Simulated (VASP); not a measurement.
Write the native input for VASP 6.6.1 that does the following.

```yaml
Task: single point
Functional: LDA
Potentials_or_basis: VASP PAW LDA potentials, release 64 (Sn_d, O_h)
Cutoff: 1340 eV
k_mesh: 6 × 6 × 8
Occupations: gaussian, width 0.02 eV
Spin: no spin polarisation
Dipole_correction: no
Further_INCAR_settings: ALGO = Normal; EDIFF = 1e-06; NBANDS = 35
```

The structure of SnO2 lies in POSCAR:

```
SnO2
1.0
    4.5613071670      0.0000000000      0.0000000000
    0.0000000000      4.5613071670      0.0000000000
    0.0000000000      0.0000000000      3.2769841344
Sn O
2 4
Direct
    0.0000000000      0.0000000000      0.0000000000
    0.5000000000      0.5000000000      0.5000000000
    0.6926163200      0.6926163200      0.0000000000
    0.3073836800      0.3073836800      0.0000000000
    0.8073836800      0.1926163200      0.5000000000
    0.1926163200      0.8073836800      0.5000000000
```

The input as run:

INCAR

```
PREC = Accurate
ENCUT = 1340
EDIFF = 1E-6
ISMEAR = 0
SIGMA = 0.02
LREAL = F
LASPH = T
NELM = 120
ALGO = Normal
ISIF = 2
LWAVE = F
LCHARG = T
GGA = CA
LELF = T
LVHAR = T
NBANDS = 35
GGA_COMPAT = F
```

KPOINTS

```
Automatic mesh
0
Gamma
  6 6 8
```

Potentials or basis: VASP PAW LDA potentials, release 64 (Sn_d, O_h).

Launch:

```bash
$ cat potpaw_LDA.64/Sn_d/POTCAR potpaw_LDA.64/O_h/POTCAR > POTCAR
$ mpirun -np 1 vasp_std > vasp.out
```

Results of the run:

```json
{
  "Pressure": "9.1 GPa",
  "Band gap on the k mesh": "1.58 eV"
}
```

Caveat: the stress differs along the axes, from 2 to 13 GPa; spin-orbit coupling is left out, which moves the levels of the heavy elements.

Wall time 6.2 min on 1 thread of AMD EPYC 7R43 64-Core Processor (Zen 3), with other jobs on the host, peak memory 0.48 GiB.
